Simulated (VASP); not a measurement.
Os:

```
CELL_PARAMETERS angstrom
2.73938 0.00000 0.00000
-1.36969 2.37237 0.00000
0.00000 0.00000 4.31382
ATOMIC_POSITIONS crystal
Os 0.33333 0.66667 0.25000
Os 0.66667 0.33333 0.75000
```

Base run:

| Item | Value |
| --- | --- |
| Program | VASP 6.6.1 |
| Functional | r2SCAN |
| Potentials or basis | VASP PAW PBE potentials, release 64 (Os) |
| Cutoff | 520 eV |
| k mesh | 13 × 13 × 7 |
| Occupations | gaussian, width 1 eV |
| Spin | no spin polarisation |

Its results: band gap on the k mesh zero (band 8 reaches 11.38 eV, above the bottom of band 9 at 7.41 eV); pressure 3.8 GPa.

**Question.** The run is repeated on the same cell with these changes: occupations from gaussian, width 1 eV to gaussian, width 0.03 eV. What comes out?

**Answer.** Band gap on the k mesh zero (band 8 reaches 11.36 eV, above the bottom of band 9 at 7.40 eV); pressure 0.8 GPa.

Caveats: the PAW data sets were made with another functional, which shifts forces and pressure a little; spin-orbit coupling is left out, which moves the levels of the heavy elements.
